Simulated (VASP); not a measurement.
# BaTe (Fm-3m) in VASP: notebook

The runs below take BaTe through single point, with HSE06, PBE0.

Everything below comes from runs of VASP 6.6.1. Logs are shortened: lines on timing, memory, paths and dates and some standing lists are left out, and cuts for length are marked.

**1. The cell of the first run**

Symmetry: Fm-3m, No. 225, cubic system. The conventional cell has a = 7.065 Å, b = 7.065 Å, c = 7.065 Å, α = 90.00°, β = 90.00°, γ = 90.00°. Within 4.6 Å of Ba (site symmetry m-3m) lie 6 Te at 3.53 Å. Te (site symmetry m-3m) has 6 Ba at 3.53 Å within 4.6 Å.

**2. Single point, HSE06**

Contents of POSCAR:

```
BaTe
1.0
    0.0000000000      3.5323868409      3.5323868409
    3.5323868409      0.0000000000      3.5323868409
    3.5323868409      3.5323868409      0.0000000000
Ba Te
1 1
Direct
    0.0000000000      0.0000000000      0.0000000000
    0.5000000000      0.5000000000      0.5000000000
```

Contents of INCAR.step1:

```
PREC = Accurate ; ENCUT = 520
EDIFF = 1E-5 ; ISMEAR = 0
SIGMA = 0.01 ; LREAL = F
LASPH = T ; NELM = 100
ALGO = Normal ; ISIF = 2
LWAVE = T ; LCHARG = F
GGA = PE ; NBANDS = 15
```

Contents of INCAR.step2:

```
PREC = Accurate ; ENCUT = 520
EDIFF = 1E-6 ; ISMEAR = 0
SIGMA = 0.01 ; LREAL = F
LASPH = T ; NELM = 100
ALGO = Normal ; ISIF = 2
LWAVE = F ; LCHARG = F
GGA = PE ; LHFCALC = T
HFSCREEN = 0.2079 ; PRECFOCK = Normal
ISTART = 1 ; NBANDS = 15
```

Contents of KPOINTS:

```
Automatic mesh
0
Gamma
  4 4 4
```

Potentials or basis: VASP PAW PBE potentials, release 64 (Ba_sv, Te).

The run is started by

```
$ cat potpaw_PBE.64/Ba_sv/POTCAR potpaw_PBE.64/Te/POTCAR > POTCAR
$ cp INCAR.step1 INCAR
$ mpirun -np 1 vasp_std > vasp.out
$ cp INCAR.step2 INCAR
$ mpirun -np 1 vasp_std > vasp.out
```

OUTCAR:

```text
PREC = Accurate
   ENCUT = 520
   EDIFF = 1E-6
   ISMEAR = 0
   LREAL = F
   LASPH = T
   NELM = 100
   ISIF = 2
   GGA = PE
   LHFCALC = T
   HFSCREEN = 0.2079
   PRECFOCK = Normal
   ISTART = 1

 ion  position               nearest neighbor table
   1  0.000  0.000  0.000-   2 3.53   2 3.53   2 3.53   2 3.53   2 3.53   2 3.53
   2  0.500  0.500  0.500-   1 3.53   1 3.53   1 3.53   1 3.53   1 3.53   1 3.53

  LATTYP: Found a face centered cubic cell.
 ALAT       =     7.0647736818

  Lattice vectors:

 A1 = (   0.0000000000,   3.5323868409,   3.5323868409)
 A2 = (   3.5323868409,   0.0000000000,   3.5323868409)
 A3 = (   3.5323868409,   3.5323868409,   0.0000000000)

Analysis of symmetry for initial positions (statically):
=====================================================================
 Subroutine PRICEL returns:
 Original cell was already a primitive cell.

 Routine SETGRP: Setting up the symmetry group for a
 face centered cubic supercell.

 Subroutine GETGRP returns: Found 48 space group operations
 (whereof 48 operations were pure point group operations)
 out of a pool of 48 trial point group operations.

The static configuration has the point symmetry O_h .

Analysis of symmetry for dynamics (positions and initial velocities):
=====================================================================
 Subroutine PRICEL returns:
 Original cell was already a primitive cell.

 Routine SETGRP: Setting up the symmetry group for a
 face centered cubic supercell.

 Subroutine GETGRP returns: Found 48 space group operations
 (whereof 48 operations were pure point group operations)
 out of a pool of 48 trial point group operations.

The dynamic configuration has the point symmetry O_h .

 Subroutine INISYM returns: Found 48 space group operations
 (whereof 48 operations are pure point group operations),
 and found     1 'primitive' translations

----------------------------------------------------------------------------------------

                                     Primitive cell

  volume of cell :      88.1525

  direct lattice vectors                    reciprocal lattice vectors
     0.000000000  3.532386841  3.532386841    -0.141547351  0.141547351  0.141547351
     3.532386841  0.000000000  3.532386841     0.141547351 -0.141547351  0.141547351
     3.532386841  3.532386841  0.000000000     0.141547351  0.141547351 -0.141547351

  length of vectors
     4.995549378  4.995549378  4.995549378     0.245167204  0.245167204  0.245167204

  position of ions in fractional coordinates (direct lattice)
     0.000000000  0.000000000  0.000000000
     0.500000000  0.500000000  0.500000000

  ion indices of the primitive-cell ions
   primitive index   ion index
                 1           1
                 2           2

----------------------------------------------------------------------------------------

 KPOINTS: Automatic mesh

Automatic generation of k-mesh.
 Grid dimensions read from file:
 generate k-points for:    4    4    4

 Generating k-lattice:

  Cartesian coordinates                     Fractional coordinates (reciprocal lattice)
    -0.035386838  0.035386838  0.035386838     0.250000000  0.000000000  0.000000000
     0.035386838 -0.035386838  0.035386838     0.000000000  0.250000000  0.000000000
     0.035386838  0.035386838 -0.035386838     0.000000000  0.000000000  0.250000000

  Length of vectors
     0.061291801  0.061291801  0.061291801

  Shift w.r.t. Gamma in fractional coordinates (k-lattice)
     0.000000000  0.000000000  0.000000000

 Subroutine IBZKPT returns following result:
 ===========================================

 Found      8 irreducible k-points:

 Following reciprocal coordinates:
            Coordinates               Weight
  0.000000  0.000000  0.000000      1.000000
  0.250000  0.000000  0.000000      8.000000
  0.500000  0.000000  0.000000      4.000000
  0.250000  0.250000  0.000000      6.000000
  0.500000  0.250000  0.000000     24.000000
 -0.250000  0.250000  0.000000     12.000000
  0.500000  0.500000  0.000000      3.000000
 -0.250000  0.500000  0.250000      6.000000
   k-points           NKPTS =      8   k-points in BZ     NKDIM =     64   number of bands    NBANDS=     15
   number of dos      NEDOS =    301   number of ions     NIONS =      2
   total plane-waves  NPLWV =  64000
   dimension x,y,z NGX =    40 NGY =   40 NGZ =   40
   dimension x,y,z NGXF=    80 NGYF=   80 NGZF=   80
   ions per type =               1   1
   NGX,Y,Z   is equivalent  to a cutoff of  13.31, 13.31, 13.31 a.u.
   NGXF,Y,Z  is equivalent  to a cutoff of  26.62, 26.62, 26.62 a.u.
 SYSTEM =  unknown system
   PREC   = accura    normal or accurate (medium, high low for compatibility)
   ISTART =      1    job   : 0-new  1-cont  2-samecut
   ICHARG =      0    charge: 1-file 2-atom 10-const
   ISPIN  =      1    spin polarized calculation?
   LNONCOLLINEAR =      F non collinear calculations
   LSORBIT =      F    spin-orbit coupling
   LASPH  =      T    aspherical Exc in radial PAW
   ENCUT  =  520.0 eV  38.22 Ry    6.18 a.u.   9.29  9.29  9.29*2*pi/ulx,y,z
   NELM   =    100;   NELMIN=  2; NELMDL=  0     # of ELM steps
   EDIFF  = 0.1E-05   stopping-criterion for ELM
   LREAL  =      F    real-space projection
   EDIFFG = 0.1E-04   stopping-criterion for IOM
   NSW    =      0    number of steps for IOM
   IBRION =     -1    ionic relax: 0-MD 1-quasi-New 2-CG
   NFREE  =      0    steps in history (QN), initial steepest desc. (CG)
   ISIF   =      2    stress and relaxation
   ISYM   =      3    0-nonsym 1-usesym 2-fastsym
   POTIM  = 0.5000    time-step for ionic-motion
   TEBEG  =    0.0;   TEEND  =   0.0 temperature during run
   PSTRESS=    0.0 pullay stress
   NELECT =      16.0000    total number of electrons
   NUPDOWN=      -1.0000    fix difference up-down
   EMIN   =  10.00;   EMAX   =-10.00  energy-range for DOS
   EFERMI =   0.00;   METHOD = LEGACY
   ISMEAR =     0;   SIGMA  =   0.01  broadening in eV -4-tet -1-fermi 0-gaus
   EFERMI_NEDOS =   21; number of points for ismear=-14 and -15
   IALGO  =     38    algorithm
   IMIX   =      1    mixing-type and parameters
     AMIX     =   0.40;   BMIX     =  1.00
     AMIX_MAG =   1.60;   BMIX_MAG =  1.00
  volume/ion in A,a.u.               =      44.08       297.44
  Fermi-wavevector in a.u.,A,eV,Ry     =   0.926908  1.751602 11.689557  0.859158
  Thomas-Fermi vector in A             =   2.052921
   LORBIT       =      0    0 simple, 1 ext, 2 COOP (PROOUT), +10 PAW based schemes
   GGA     = PE    functional components
   LHFCALC =     T    Hartree Fock is set to
   PRECFOCK=normal    Normal, Fast or Accurate (Low or Medium for compatibility)
   ENCUT4O =  -1.0   cutoff for four orbital integrals eV
   NKREDX  =     1    reduce k-point grid by
   NKREDY  =     1    reduce k-point grid by
   NKREDZ  =     1    reduce k-point grid by
   AEXX    =    0.2500 exact exchange contribution
   HFSCREEN=    0.2079 screening length (either q_TF or 0.3 A-1)
   HFSCREENC=   0.2079 screening length for correlation (either q_TF or 0.3 A-1)
   ENCUTFOCK=  -1.0 apply spherical cutoff to Coloumb kernel
   IVDW    =     0    specifies the selected vdW correction
   LEPSILON=     F    determine dielectric tensor
   LRPA    =     F    only Hartree local field effects (RPA)
 non-spin polarized calculation
 Gauss-broadening in eV      SIGMA  =   0.01
  energy-cutoff  :      520.00
  volume of cell :       88.15
 maximum number of plane-waves:      2421
 NGX is ok and might be reduce to    40
  NGX = 28; NGY = 28; NGZ = 28

 number of electron      16.0000000 magnetization

 Free energy of the ion-electron system (eV)
  ---------------------------------------------------
  ext. energy  EPLUGINS =         0.00000000
  ---------------------------------------------------
  free energy    TOTEN  =        -9.80064640 eV

  energy without entropy =       -9.80064640  energy(sigma->0) =       -9.80064640

 E-fermi :   1.6892     XC(G=0):  -6.8279

 val. band max:        1.5920777754   @ k =   0.0000   0.0000   0.0000
 cond. band min:       3.8894699077   @ k =   0.5000   0.5000   0.0000
 fundamental gap:      2.2973921323
 Fermi energy:         1.6892105185

 k-point     1 :       0.0000    0.0000    0.0000
  band No.  band energies     occupation
      1     -27.4059      2.00000
      2     -11.4932      2.00000
      3     -11.4932      2.00000
      4     -11.4932      2.00000
      5      -8.7348      2.00000
      6       1.5921      2.00000
      7       1.5921      2.00000
      8       1.5921      2.00000
      9       5.1340      0.00000
     10       5.3798      0.00000
     11       5.3798      0.00000
     12       5.3798      0.00000
     13       5.9787      0.00000
     14       5.9787      0.00000
     15       9.4214      0.00000

 k-point     2 :       0.2500    0.0000    0.0000
  band No.  band energies     occupation
      1     -27.3994      2.00000
      2     -11.7287      2.00000
      3     -11.4970      2.00000
      4     -11.4970      2.00000
      5      -8.3350      2.00000
      6       0.2007      2.00000
      7       0.9340      2.00000
      8       0.9340      2.00000
      9       5.5036      0.00000
     10       6.1251      0.00000
     11       6.1251      0.00000
     12       7.1227      0.00000
     13       7.5267      0.00000
     14       7.5267      0.00000
     15      10.7716      0.00000
[... 77 lines left out ...]
      3     -11.5769      2.00000
      4     -11.5769      2.00000
      5      -8.4969      2.00000
      6       0.3408      2.00000
      7       1.1635      2.00000
      8       1.1635      2.00000
      9       3.8895      0.00000
     10       6.9154      0.00000
     11       6.9697      0.00000
     12       8.0687      0.00000
     13       8.3395      0.00000
     14       8.3395      0.00000
     15      10.2657      0.00000

 k-point     8 :      -0.2500    0.5000    0.2500
  band No.  band energies     occupation
      1     -27.3886      2.00000
      2     -11.6459      2.00000
      3     -11.6395      2.00000
      4     -11.6395      2.00000
      5      -8.2860      2.00000
      6       0.2770      2.00000
      7       0.5823      2.00000
      8       0.5823      2.00000
      9       5.9445      0.00000
     10       5.9445      0.00000
     11       7.2461      0.00000
     12       7.5995      0.00000
     13       8.3534      0.00000
     14      10.5879      0.00000
     15      10.6724      0.00000

------------------------ aborting loop because EDIFF is reached ----------------------------------------

  FORCE on cell =-STRESS in cart. coord.  units (eV):
  Direction    XX          YY          ZZ          XY          YZ          ZX
  --------------------------------------------------------------------------------------
  -------------------------------------------------------------------------------------
  Total       -0.0112094     -0.0112094     -0.0112094     -0.0000000     -0.0000000     -0.0000000
  in kB       -0.2037315     -0.2037315     -0.2037315     -0.0000000     -0.0000000     -0.0000000
  external PRESSURE =      -0.2037315 kB  Pullay stress =       0.0000000 kB

 VOLUME and BASIS-vectors are now :
 -----------------------------------------------------------------------------
  energy-cutoff  :      520.00
  volume of cell :       88.15
      direct lattice vectors                 reciprocal lattice vectors
     0.000000000  3.532386841  3.532386841    -0.141547351  0.141547351  0.141547351
     3.532386841  0.000000000  3.532386841     0.141547351 -0.141547351  0.141547351
     3.532386841  3.532386841  0.000000000     0.141547351  0.141547351 -0.141547351

 POSITION                                       TOTAL-FORCE (eV/Angst)
 -----------------------------------------------------------------------------------
      0.00000      0.00000      0.00000         0.000000     -0.000000     -0.000000
      3.53239      3.53239      3.53239        -0.000000      0.000000      0.000000
 -----------------------------------------------------------------------------------
    total drift:                                0.000000      0.000000      0.000000

  FREE ENERGIE OF THE ION-ELECTRON SYSTEM (eV)
  ---------------------------------------------------
  free  energy   TOTEN  =        -9.8006463951 eV

  energy  without entropy=       -9.8006463951  energy(sigma->0) =       -9.80064640
```

Run time: 13 min. Hardware: 1 thread of AMD EPYC 7R43 (Zen 3), shared host; peak memory 0.33 GiB.

Results:

```yaml
Free_energy: -9.8006 eV
Pressure: 0.0 GPa
Band_gap_on_the_k_mesh: 2.30 eV (least direct gap 2.73 eV)
```

Caveat: the PAW data sets were made with another functional, which shifts forces and pressure a little; spin-orbit coupling is left out, which moves the levels of the heavy elements. A k mesh can miss the band edges.

(Continued in part 2 of 2.)
